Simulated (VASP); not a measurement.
# Mg in VASP: further runs, part 2 of 2

VASP 6.6.1. Earlier steps stand in the parts before.

### Step 4. Single point, b88 exchange, pbe correlation

This run uses another cell than the first one, of 23.24 Å³/atom.

INCAR

```
ALGO = Normal ; EDIFF = 1E-6
ENCUT = 600 ; GGA = LIBXC
GGA_COMPAT = False ; ISIF = 2
ISMEAR = -1 ; LASPH = True
LCHARG = True ; LELF = True
LIBXC1 = GGA_X_B88 ; LIBXC2 = GGA_C_PBE
LREAL = False ; LVHAR = True
LWAVE = False ; NBANDS = 9
NELM = 120 ; PREC = Accurate
SIGMA = 0.05
```

KPOINTS

```
k-points
0
Gamma
  10 10 5
```

POSCAR

```
Mg
1.0
    3.2093000000      0.0000000000      0.0000000000
   -1.6046500000      2.7793353284      0.0000000000
    0.0000000000      0.0000000000      5.2103000000
Mg
2
Direct
    0.6666666667      0.3333333333      0.7500000000
    0.3333333333      0.6666666667      0.2500000000
```

Potentials or basis: VASP PAW PBE potentials, release 64 (Mg).

Started as:

```
cat potpaw_PBE.64/Mg/POTCAR > POTCAR
mpirun -np 1 vasp_std > vasp.out
```

OUTCAR:

```text
EDIFF = 1E-6
   ENCUT = 600
   GGA = LIBXC
   ISIF = 2
   ISMEAR = -1
   LASPH = True
   LREAL = False
   NELM = 120
   PREC = Accurate

 ion  position               nearest neighbor table
   1  0.667  0.333  0.750-   2 3.20   2 3.20   2 3.20   2 3.20   2 3.20   2 3.20
   2  0.333  0.667  0.250-   1 3.20   1 3.20   1 3.20   1 3.20   1 3.20   1 3.20

  LATTYP: Found a hexagonal cell.
 ALAT       =     3.2093000000
 C/A-ratio  =     1.6235004518

  Lattice vectors:

 A1 = (   3.2093000000,   0.0000000000,   0.0000000000)
 A2 = (  -1.6046500000,   2.7793353284,   0.0000000000)
 A3 = (   0.0000000000,   0.0000000000,   5.2103000000)

Analysis of symmetry for initial positions (statically):
=====================================================================
 Subroutine PRICEL returns:
 Original cell was already a primitive cell.

 Routine SETGRP: Setting up the symmetry group for a
 hexagonal supercell.

 Subroutine GETGRP returns: Found 24 space group operations
 (whereof 12 operations were pure point group operations)
 out of a pool of 24 trial point group operations.

The static configuration has the point symmetry D_3d.
 The point group associated with its full space group is D_6h.

Analysis of symmetry for dynamics (positions and initial velocities):
=====================================================================
 Subroutine PRICEL returns:
 Original cell was already a primitive cell.

 Routine SETGRP: Setting up the symmetry group for a
 hexagonal supercell.

 Subroutine GETGRP returns: Found 24 space group operations
 (whereof 12 operations were pure point group operations)
 out of a pool of 24 trial point group operations.

The dynamic configuration has the point symmetry D_3d.
 The point group associated with its full space group is D_6h.

 Subroutine INISYM returns: Found 24 space group operations
 (whereof 12 operations are pure point group operations),
 and found     1 'primitive' translations

----------------------------------------------------------------------------------------

                                     Primitive cell

  volume of cell :      46.4744

  direct lattice vectors                    reciprocal lattice vectors
     3.209300000  0.000000000  0.000000000     0.311594429  0.179899127  0.000000000
    -1.604650000  2.779335328  0.000000000     0.000000000  0.359798255  0.000000000
     0.000000000  0.000000000  5.210300000     0.000000000  0.000000000  0.191927528

  length of vectors
     3.209300000  3.209300000  5.210300000     0.359798255  0.359798255  0.191927528

  position of ions in fractional coordinates (direct lattice)
     0.666666667  0.333333333  0.750000000
     0.333333333  0.666666667  0.250000000

  ion indices of the primitive-cell ions
   primitive index   ion index
                 1           1
                 2           2

----------------------------------------------------------------------------------------

 KPOINTS: k-points

Automatic generation of k-mesh.
 Grid dimensions read from file:
 generate k-points for:   10   10    5

 Generating k-lattice:

  Cartesian coordinates                     Fractional coordinates (reciprocal lattice)
     0.031159443  0.017989913  0.000000000     0.100000000 -0.000000000  0.000000000
     0.000000000  0.035979825  0.000000000     0.000000000  0.100000000  0.000000000
     0.000000000  0.000000000  0.038385506     0.000000000  0.000000000  0.200000000

  Length of vectors
     0.035979825  0.035979825  0.038385506

  Shift w.r.t. Gamma in fractional coordinates (k-lattice)
     0.000000000  0.000000000  0.000000000

 Subroutine IBZKPT returns following result:
 ===========================================

 Found     42 irreducible k-points:

 Following reciprocal coordinates:
            Coordinates               Weight
  0.000000  0.000000  0.000000      1.000000
  0.100000  0.000000  0.000000      6.000000
  0.200000  0.000000  0.000000      6.000000
  0.300000  0.000000  0.000000      6.000000
  0.400000  0.000000  0.000000      6.000000
  0.500000  0.000000  0.000000      3.000000
[... 16 lines left out ...]
  0.300000  0.100000  0.200000     24.000000
  0.400000  0.100000  0.200000     24.000000
 [... further k-points ...]
   k-points           NKPTS =     42   k-points in BZ     NKDIM =     42   number of bands    NBANDS=      9
   number of dos      NEDOS =    301   number of ions     NIONS =      2
   total plane-waves  NPLWV =  32928
   dimension x,y,z NGX =    28 NGY =   28 NGZ =   42
   dimension x,y,z NGXF=    56 NGYF=   56 NGZF=   84
   ions per type =               2
   NGX,Y,Z   is equivalent  to a cutoff of  14.50, 14.50, 13.40 a.u.
   NGXF,Y,Z  is equivalent  to a cutoff of  29.01, 29.01, 26.80 a.u.
 SYSTEM =  unknown system
   PREC   = accura    normal or accurate (medium, high low for compatibility)
   ISTART =      0    job   : 0-new  1-cont  2-samecut
   ICHARG =      2    charge: 1-file 2-atom 10-const
   ISPIN  =      1    spin polarized calculation?
   LNONCOLLINEAR =      F non collinear calculations
   LSORBIT =      F    spin-orbit coupling
   LASPH  =      T    aspherical Exc in radial PAW
   ENCUT  =  600.0 eV  44.10 Ry    6.64 a.u.   6.41  6.41 10.41*2*pi/ulx,y,z
   NELM   =    120;   NELMIN=  2; NELMDL= -5     # of ELM steps
   EDIFF  = 0.1E-05   stopping-criterion for ELM
   LREAL  =      F    real-space projection
   EDIFFG = 0.1E-04   stopping-criterion for IOM
   NSW    =      0    number of steps for IOM
   IBRION =     -1    ionic relax: 0-MD 1-quasi-New 2-CG
   NFREE  =      0    steps in history (QN), initial steepest desc. (CG)
   ISIF   =      2    stress and relaxation
   ISYM   =      2    0-nonsym 1-usesym 2-fastsym
   POTIM  = 0.5000    time-step for ionic-motion
   TEBEG  =    0.0;   TEEND  =   0.0 temperature during run
   PSTRESS=    0.0 pullay stress
   NELECT =       4.0000    total number of electrons
   NUPDOWN=      -1.0000    fix difference up-down
   EMIN   =  10.00;   EMAX   =-10.00  energy-range for DOS
   EFERMI =   0.00;   METHOD = LEGACY
   ISMEAR =    -1;   SIGMA  =   0.05  broadening in eV -4-tet -1-fermi 0-gaus
   EFERMI_NEDOS =   21; number of points for ismear=-14 and -15
   IALGO  =     38    algorithm
   IMIX   =      4    mixing-type and parameters
     AMIX     =   0.40;   BMIX     =  1.00
     AMIX_MAG =   1.60;   BMIX_MAG =  1.00
  volume/ion in A,a.u.               =      23.24       156.81
  Fermi-wavevector in a.u.,A,eV,Ry     =   0.722809  1.365911  7.108401  0.522453
  Thomas-Fermi vector in A             =   1.812866
   LORBIT       =      0    0 simple, 1 ext, 2 COOP (PROOUT), +10 PAW based schemes
   GGA     = LIBXC    functional components
   LHFCALC =     F    Hartree Fock is set to
   AEXX    =    0.0000 exact exchange contribution
   IVDW    =     0    specifies the selected vdW correction
   LEPSILON=     F    determine dielectric tensor
   LRPA    =     F    only Hartree local field effects (RPA)
 non-spin polarized calculation
  energy-cutoff  :      600.00
  volume of cell :       46.47
 maximum number of plane-waves:      1578
 NGX is ok and might be reduce to    28
   NGX = 13   NGY = 13   NGZ = 21

 number of electron       4.0000000 magnetization

 Free energy of the ion-electron system (eV)
  ---------------------------------------------------
  ext. energy  EPLUGINS =         0.00000000
  ---------------------------------------------------
  free energy    TOTEN  =        -2.82197364 eV

  energy without entropy =       -2.81006077  energy(sigma->0) =       -2.81601720

 E-fermi :   2.6267     XC(G=0):  -8.4244

 val. band max:        2.5880213864   @ k =   0.4000   0.1000   0.4000
 cond. band min:       2.6399619627   @ k =   0.3000   0.3000   0.0000
 fundamental gap:      0.0519405763
 Fermi energy:         2.6266916323

 k-point     1 :       0.0000    0.0000    0.0000
  band No.  band energies     occupation
      1      -4.2741      2.00000
      2       0.9351      2.00000
      3       1.3639      2.00000
      4      13.4761      0.00000
      5      13.4761      0.00000
      6      13.5573      0.00000
      7      13.5573      0.00000
      8      14.3654      0.00000
      9      15.9213      0.00000
[... 265 lines left out ...]
 k-point    24 :       0.4000    0.1000    0.2000
  band No.  band energies     occupation
      1      -0.0501      2.00000
      2       1.7463      2.00000
      3       3.2033      0.00002
      4       4.9312      0.00000
      5       6.8670      0.00000
      6       7.8572      0.00000
      7       9.3459      0.00000
      8      10.6154      0.00000
      9      13.0756      0.00000

 [... further k-points ...]

------------------------ aborting loop because EDIFF is reached ----------------------------------------

  FORCE on cell =-STRESS in cart. coord.  units (eV):
  Direction    XX          YY          ZZ          XY          YZ          ZX
  --------------------------------------------------------------------------------------
  -------------------------------------------------------------------------------------
  Total       -0.1473659     -0.1473659      0.1860637      0.0000000     -0.0000000      0.0000000
  in kB       -5.0803480     -5.0803480      6.4144337      0.0000000     -0.0000000      0.0000000
  external PRESSURE =      -1.2487541 kB  Pullay stress =       0.0000000 kB

 VOLUME and BASIS-vectors are now :
 -----------------------------------------------------------------------------
  energy-cutoff  :      600.00
  volume of cell :       46.47
      direct lattice vectors                 reciprocal lattice vectors
     3.209300000  0.000000000  0.000000000     0.311594429  0.179899127  0.000000000
    -1.604650000  2.779335328  0.000000000     0.000000000  0.359798255  0.000000000
     0.000000000  0.000000000  5.210300000     0.000000000  0.000000000  0.191927528

 POSITION                                       TOTAL-FORCE (eV/Angst)
 -----------------------------------------------------------------------------------
      1.60465      0.92645      3.90773        -0.000000      0.000000      0.000000
     -0.00000      1.85289      1.30258         0.000000     -0.000000      0.000000
 -----------------------------------------------------------------------------------
    total drift:                                0.000000     -0.000000      0.000000

  FREE ENERGIE OF THE ION-ELECTRON SYSTEM (eV)
  ---------------------------------------------------
  free  energy   TOTEN  =        -2.8219736393 eV

  energy  without entropy=       -2.8100607676  energy(sigma->0) =       -2.81601720
```

OSZICAR:

```text
N       E                     dE             d eps       ncg     rms          rms(c)
DAV:   1     0.188802689643E+00    0.18880E+00   -0.14783E+03   756   0.354E+02
DAV:   2    -0.277441740949E+01   -0.29632E+01   -0.28616E+01   975   0.295E+01
DAV:   3    -0.282251858027E+01   -0.48101E-01   -0.47898E-01   987   0.306E+00
DAV:   4    -0.282265986574E+01   -0.14129E-03   -0.14128E-03   973   0.163E-01
DAV:   5    -0.282266055387E+01   -0.68813E-06   -0.68816E-06   968   0.109E-02    0.948E-01
DAV:   6    -0.282282840568E+01   -0.16785E-03   -0.88197E-04   878   0.211E-01    0.613E-01
DAV:   7    -0.282196250565E+01    0.86590E-03   -0.31610E-03   805   0.414E-01    0.353E-02
DAV:   8    -0.282197110097E+01   -0.85953E-05   -0.22550E-05  1010   0.254E-02    0.695E-03
DAV:   9    -0.282197370660E+01   -0.26056E-05   -0.85956E-07   835   0.519E-03    0.999E-04
DAV:  10    -0.282197363929E+01    0.67315E-07   -0.19100E-08   469   0.833E-04
   1 F= -.28219736E+01 E0= -.28160172E+01  d E =-.119129E-01
```

stdout:

```text
POSCAR found type information on POSCAR Mg
 POSCAR found :  1 types and       2 ions
 scaLAPACK will be used
 -----------------------------------------------------------------------------
|                                                                             |
|                                                                             |
|     You enforced a specific xc type in the INCAR file but a different       |
|     I HOPE YOU KNOW WHAT YOU ARE DOING!                                     |
|                                                                             |
 -----------------------------------------------------------------------------

 LDA part: xc-table for (None,None), standard interpolation
 POSCAR, INCAR and KPOINTS ok, starting setup
 FFT: planning ... GRIDC
 FFT: planning ... GRID_SOFT
 FFT: planning ... GRID
 WAVECAR not read
 entering main loop
```

It took 40 s on 1 thread of AMD EPYC 7R43 (Zen 3), shared host; peak memory 0.14 GiB.

Results:

```yaml
Free_energy: -2.8220 eV
Pressure: -0.1 GPa
Band_gap_on_the_k_mesh: zero (bands 2 and 3 overlap by 1.90 eV)
```

Caveat: the PAW data sets were made with another functional, which shifts forces and pressure a little.

### Step 5. Relaxation of cell and atoms, revPBE+D3(BJ)

This run uses another cell than the first one, of 23.24 Å³/atom.

INCAR

```
SYSTEM = Mg
ALGO = Normal
EDIFF = 1E-6
EDIFFG = -0.01
ENCUT = 600
GGA = RE
IBRION = 2
ISIF = 3
ISMEAR = -1
IVDW = 12
LASPH = .TRUE.
LCHARG = .FALSE.
LREAL = .FALSE.
LWAVE = .FALSE.
NELM = 100
NSW = 80
PREC = Accurate
SIGMA = 0.05
```

KPOINTS

```
k-points
0
G
  10 10 5
  0 0 0
```

POSCAR is that of step 4.

Started as:

```
cat potpaw_PBE.64/Mg/POTCAR > POTCAR
mpirun -np 1 vasp_std > vasp.out
```

It took 60 s on 1 thread of Intel Xeon Platinum 8488C (Sapphire Rapids), shared host; peak memory 0.2 GiB.

The run converged. Its results:

```yaml
Free_energy: -3.8366 eV
Relaxed_volume: 21.20 Å³/atom
Relaxed_cell: a = 3.085 Å, b = 3.085 Å, c = 5.144 Å, α = 90.00°, β = 90.00°, γ = 120.00°
Space_group_after_relaxing_to_0.1_Å: P6_3/mmc (No. 194)
Energy_gained_by_relaxing: 24.4 meV/atom
Ionic_steps: 10
Pressure_after_relaxing: 0.0 GPa
Band_gap_on_the_k_mesh: zero (bands 2 and 3 overlap by 1.99 eV)
Dispersion_energy_per_atom: -0.587 eV
```

Step by step:
```csv
step,energy change (eV),largest force (eV/Å),pressure (GPa),volume (Å³)
1,0.0000,0.0000,-3.25,46.47
2,-0.0437,0.0000,-0.97,43.37
3,-0.0473,0.0000,-0.01,42.35
4,-0.0474,0.0000,0.07,42.27
5,-0.0481,0.0000,0.08,42.28
6,-0.0485,0.0000,0.08,42.33
7,-0.0488,0.0000,0.08,42.31
8,-0.0488,0.0000,0.08,42.31
9,-0.0488,0.0000,0.08,42.31
10,-0.0489,0.0000,-0.01,42.41
```

Final structure:
```
Mg
1.0
     3.08531    0.00000    0.00000
    -1.54265    2.67195    0.00000
     0.00000    0.00000    5.14392
Mg
2
Direct
  0.66667 0.33333 0.75000
  0.33333 0.66667 0.25000
```

Levels at points of the mesh, in eV from the Fermi level:
| k point | band 1 | band 2 | band 3 | band 4 | band 5 | band 6 |
| --- | --- | --- | --- | --- | --- | --- |
| (0.00, 0.00, 0.00) | -7.34 | -2.04 | -1.52 | 11.66 | 11.66 | 12.03 |
| (0.50, 0.00, 0.00) | -2.28 | -2.15 | 2.69 | 2.91 | 3.30 | 3.76 |

Caveat: the PAW data sets were made with another functional, which shifts forces and pressure a little.

### Step 6. Single point, r2SCAN

This run uses another cell than the first one, of 22.63 Å³/atom.

POSCAR

```
Mg
1.0
    3.1520833232      0.0000000000      0.0000000000
   -1.5760416616      2.7297842328      0.0000000000
    0.0000000000      0.0000000000      5.2610637962
Mg
2
Direct
    0.6666666667      0.3333333333      0.7500000000
    0.3333333333      0.6666666667      0.2500000000
```

INCAR.step1

```
  PREC = Accurate
  ENCUT = 520
  ISMEAR = -1
  SIGMA = 0.05
  LREAL = False
  LASPH = True
  NELM = 60
  NBANDS = 9
  GGA = PE
  ALGO = Normal
  EDIFF = 1E-4
  LWAVE = True
  LCHARG = False
```

INCAR.step2

```
  PREC = Accurate
  ENCUT = 520
  EDIFF = 1E-6
  ISMEAR = -1
  SIGMA = 0.05
  LREAL = False
  LASPH = True
  NELM = 60
  ALGO = Normal
  ISIF = 2
  LWAVE = False
  LCHARG = False
  METAGGA = R2SCAN
  LMIXTAU = True
  NBANDS = 9
  ISTART = 1
```

KPOINTS

```
regular mesh
0
Gamma
  10 10 5
```

Potentials or basis: VASP PAW PBE potentials, release 64 (Mg).

Started as:

```
cat potpaw_PBE.64/Mg/POTCAR > POTCAR
cp INCAR.step1 INCAR
mpirun -np 1 vasp_std > vasp.out
cp INCAR.step2 INCAR
mpirun -np 1 vasp_std > vasp.out
```

It took 89 s on 1 thread of Intel Xeon 8259CL, shared host; peak memory 0.17 GiB.

Results (log left out):

```yaml
Free_energy: -8.2916 eV
Pressure: -0.3 GPa
Band_gap_on_the_k_mesh: zero (bands 2 and 3 overlap by 1.97 eV)
```

Levels at points of the mesh, in eV from the Fermi level:
| k point | band 1 | band 2 | band 3 | band 4 | band 5 | band 6 |
| --- | --- | --- | --- | --- | --- | --- |
| (0.00, 0.00, 0.00) | -7.52 | -2.16 | -1.53 | 12.03 | 12.03 | 12.29 |
| (0.50, 0.00, 0.00) | -2.39 | -2.18 | 2.73 | 2.99 | 3.35 | 3.88 |

Caveat: the PAW data sets were made with another functional, which shifts forces and pressure a little.

### Step 7. The runs side by side

```csv
task,level,cell,k mesh,cutoff (eV),smearing,gap on the mesh (eV),pressure (GPa)
relaxation of the atoms,PBE,"atoms relaxed from a = 3.081, b = 3.178, c = 5.210 Å, angles 90.0, 90.0, 119.0°, 2 atoms",10 × 10 × 5,520,fermi-dirac 0.05 eV,none,1.1
single point,PBE,"a = 3.209, b = 3.209, c = 5.210 Å, angles 90.0, 90.0, 120.0°, 2 atoms",4 × 4 × 2,600,fermi-dirac 0.02 eV,none,-0.8
single point,"b88 exchange, pbe correlation","a = 3.209, b = 3.209, c = 5.210 Å, angles 90.0, 90.0, 120.0°, 2 atoms",10 × 10 × 5,600,fermi-dirac 0.05 eV,none,-0.1
relaxation of cell and atoms,revPBE+D3(BJ),"relaxed from a = 3.209, b = 3.209, c = 5.210 Å, angles 90.0, 90.0, 120.0°, 2 atoms",10 × 10 × 5,600,fermi-dirac 0.05 eV,none,0.0
single point,r2SCAN,"a = 3.152, b = 3.152, c = 5.261 Å, angles 90.0, 90.0, 120.0°, 2 atoms",10 × 10 × 5,520,fermi-dirac 0.05 eV,none,-0.3
```

Alike in all rows: potentials or basis VASP PAW PBE potentials, release 64 (Mg); no spin polarisation.

Caveats: some runs use coarse meshes; the PAW data sets were made with another functional, which shifts forces and pressure a little (at least some runs).

Total energies depend on the potentials used, so only differences within one code and one set of settings carry meaning.
